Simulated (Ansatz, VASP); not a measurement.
CdS in VASP and in Ansatz

File INCAR:

```
SYSTEM = CdS
PREC     = Accurate       ! precision mode
ENCUT    = 520            ! plane-wave cutoff, eV
EDIFF    = 1E-6           ! SCF threshold, eV
ISMEAR   = -1             ! smearing method
SIGMA    = 0.05           ! smearing width, eV
LREAL    = .False.        ! projectors in reciprocal space
LASPH    = .True.         ! aspherical terms in the spheres
NELM     = 100            ! most SCF steps
ALGO     = Normal         ! electronic algorithm
ISIF     = 2              ! what is computed and relaxed
LWAVE    = .False.        ! write WAVECAR
LCHARG   = .False.        ! write CHGCAR
GGA      = PE             ! functional
NBANDS   = 16             ! bands
```

File KPOINTS:

```
Automatic mesh
0
Gamma
  6 6 6
  0 0 0
```

Contents of POSCAR:

```
CdS
1.0
    0.0000000000      2.9165000000      2.9165000000
    2.9165000000      0.0000000000      2.9165000000
    2.9165000000      2.9165000000      0.0000000000
Cd S
1 1
Direct
    0.0000000000      0.0000000000      0.0000000000
    0.7500000000      0.7500000000      0.7500000000
```

Contents of input.yaml:

```yaml
crystal:
  lattice:
    - [0.0, 2.9165, 2.9165]
    - [2.9165, 0.0, 2.9165]
    - [2.9165, 2.9165, 0.0]
  atoms:
    - { symbol: Cd, position: [0.0, 0.0, 0.0] }
    - { symbol: S, position: [0.75, 0.75, 0.75] }
kpoints:
  mp_grid: { grid: [6, 6, 6] }
scf:
  occupations: { method: fermi_dirac, width: 0.05 }
hamiltonian:
  xc: pbe
  pseudopotentials: { kind: all_electron, datasets: crystal }
output:
  forces: true
  stress: true
  eigenvalues: true
  elf: true
  volumetric_format: npy
```

Alike in both runs: task single point; functional PBE; k mesh 6 × 6 × 6; occupations fermi-dirac, width 0.05 eV; no spin polarisation.

|  | VASP | Ansatz |
| --- | --- | --- |
| version | VASP 6.6.1 | Ansatz 0.2.0 |
| potentials or method | VASP PAW PBE potentials, release 64 (Cd, S), cutoff 520 eV | all-electron PAW datasets made for the crystal |

|  | VASP | Ansatz | Ansatz less VASP |
| --- | --- | --- | --- |
| gap on the k mesh at the Fermi level (eV) | 1.15 | 1.14 | -0.004 |
| least direct gap on the mesh (eV) | 1.15 | 1.14 | -0.004 |
| pressure (GPa) | 3.2 | 2.9 | -0.33 |

Ansatz ran all-electron here, and VASP with PAW potentials.
